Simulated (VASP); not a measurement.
Here is a VASP 6.6.1 calculation.

Contents of POSCAR:

```
AlN
1.0
    2.5820941938      0.0000000000      0.0000000000
    0.0000000000      2.5820941938      0.0000000000
    0.0000000000      0.0000000000      2.5820941938
Al N
1 1
Direct
    0.0000000000      0.0000000000      0.0000000000
    0.5000000000      0.5000000000      0.5000000000
```

INCAR.step1

```
  ALGO = Normal
  EDIFF = 1E-4
  ENCUT = 520
  GGA = PE
  ISMEAR = -1
  LASPH = True
  LCHARG = False
  LREAL = False
  LWAVE = True
  NBANDS = 11
  NELM = 60
  PREC = Accurate
  SIGMA = 0.03
```

Contents of INCAR.step2:

```
  ALGO = Normal
  BPARAM = 11.95
  CPARAM = 0.0093
  EDIFF = 1E-6
  ENCUT = 520
  ISIF = 2
  ISMEAR = -1
  ISTART = 1
  IVDW_NL = 2
  LASPH = True
  LCHARG = False
  LMIXTAU = True
  LREAL = False
  LUSE_VDW = True
  LWAVE = False
  METAGGA = R2SCAN
  NBANDS = 11
  NELM = 60
  PREC = Accurate
  SIGMA = 0.03
```

KPOINTS

```
k-points
0
Gamma
  8 8 8
```

Potentials or basis: VASP PAW PBE potentials, release 64 (Al, N).

Launch:

```console
$ cat potpaw_PBE.64/Al/POTCAR potpaw_PBE.64/N/POTCAR > POTCAR
$ cp INCAR.step1 INCAR
$ mpirun -np 1 vasp_std > vasp.out
$ cp INCAR.step2 INCAR
$ mpirun -np 1 vasp_std > vasp.out
```

(1) Predict the band gap on the k mesh.

(2) Predict the pressure.

## Answers

(1) zero (band 4 reaches 11.36 eV, above the bottom of band 5 at 10.70 eV).

(2) -0.6 GPa.

Caveat: the PAW data sets were made with another functional, which shifts forces and pressure a little.
